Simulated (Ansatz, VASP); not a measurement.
## MoSe: VASP beside Ansatz

```xyz
4
Lattice="0.0000 2.8314 2.8314 5.6629 2.8314 2.8314 5.6629 5.6629 0.0000" Properties=species:S:1:pos:R:3 pbc="T T T"
Mo    0.0000    0.0000    0.0000
Mo    2.8314    2.8314    0.0000
Se    1.4157    1.4157    1.4157
Se    4.2472    4.2472    1.4157
```

Alike in both runs: task single point; functional r2SCAN; k mesh 10 × 10 × 5; occupations gaussian, width 0.05 eV; collinear spin.

```csv
,VASP,Ansatz
version,VASP 6.6.1,Ansatz 0.2.0
potentials or method,"VASP PAW PBE potentials, release 64 (Mo_sv, Se), cutoff 520 eV","scalar-relativistic, plane waves, PAW"
valence electrons in the cell,40,60
```

```csv
,VASP,Ansatz,Ansatz less VASP
gap on the k mesh at the Fermi level (eV),none,none,-
pressure (GPa),1.7,1.6,-0.08
net moment per atom (μB),0.00,0.00,0.000
size of the moment on the site where the two differ most (μB),1.52,1.24,-0.285
```

VASP's potentials were made for PBE, not for r2SCAN. Site moments also hang on the region over which each program counts them. A gap of «none» marks a metal or a gap that the smearing closes. The functional is the same, so the differences come from potentials, cutoffs and numerics. VASP's potentials hold 40 valence electrons a cell and Ansatz's 60, so a difference there can come from the potentials and not from the codes. Ansatz's warnings: stability check not made.
